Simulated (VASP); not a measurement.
SiC, 12 atoms in the cell. It takes space group P6_3mc (No. 186, hexagonal). The conventional cell has a = 3.095 Å, b = 3.095 Å, c = 15.186 Å, α = 90.00°, β = 90.00°, γ = 120.00°. Si (site symmetry 3m) has 4 C at 1.90 Å within 2.5 Å. Si (site symmetry 3m) has 4 C at 1.89 to 1.90 Å within 2.5 Å. Within 2.5 Å of Si (site symmetry 3m) lie 4 C at 1.89 to 1.90 Å. C (site symmetry 3m) has 4 Si at 1.89 to 1.90 Å within 2.5 Å. C (site symmetry 3m) has 4 Si at 1.90 Å within 2.5 Å. C (site symmetry 3m) has 4 Si at 1.89 to 1.90 Å within 2.5 Å. 

| Quantity | Value |
| --- | --- |
| Program | VASP 6.6.1 |
| Task | single point |
| Functional | PBE |
| Potentials or basis | VASP PAW PBE potentials, release 64 (Si, C) |
| Cutoff | 520 eV |
| k mesh | 12 × 12 × 2 |
| Occupations | gaussian, width 0.01 eV |
| Spin | no spin polarisation |
| Dipole correction | no |
| Further INCAR settings | ALGO = Normal; EDIFF = 1e-06; NBANDS = 36 |

Potentials or basis: VASP PAW PBE potentials, release 64 (Si, C).

Command:

```sh
$ cat potpaw_PBE.64/Si/POTCAR potpaw_PBE.64/C/POTCAR > POTCAR
$ mpirun -np 1 vasp_std > vasp.out
```

Hardware: 1 thread of Intel(R) Xeon(R) 6975P-C (Granite Rapids) (shared host).

Q: Estimate the wall time of this run.

A: It took 81 s on 1 thread of Intel(R) Xeon(R) 6975P-C (Granite Rapids), with other jobs on the host, peak memory 0.3 GiB. Counts: scf iterations 14, k points 38.
